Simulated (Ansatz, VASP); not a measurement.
## One calculation of P3O2, two programs

```
P O
1.0
     3.05360    0.00000    0.00000
    -1.52680    2.64449    0.00000
     0.00000    0.00000   10.85355
P O
3 2
Direct
  0.00000 0.00000 0.00000
  0.33333 0.66667 0.55995
  0.66667 0.33333 0.44005
  0.33333 0.66667 0.08137
  0.66667 0.33333 0.91863
```

Alike in both runs: task relaxation of cell and atoms; functional PBE; k mesh 12 × 12 × 4; occupations gaussian, width 0.1 eV; no spin polarisation.

|  | VASP | Ansatz |
| --- | --- | --- |
| version | VASP 6.6.1 | Ansatz 0.2.0 |
| potentials or method | VASP PAW PBE potentials, release 64 (P, O), cutoff 600 eV | scalar-relativistic, plane waves, PAW |
| valence electrons in the cell | 27 | 27 |

```csv
,VASP,Ansatz,Ansatz less VASP
"gap on the k mesh at the Fermi level, each at its own relaxed structure (eV)",none,none,-
relaxed volume (Å³/atom),17.52,18.45,+0.936
relaxed length of the cell vector where the two differ most in proportion (Å),10.830,11.402,+0.5719
```

A gap of «none» marks a metal or a gap that the smearing closes. One of these differences is far larger than is usual between the two programs; its cause wasn't traced.
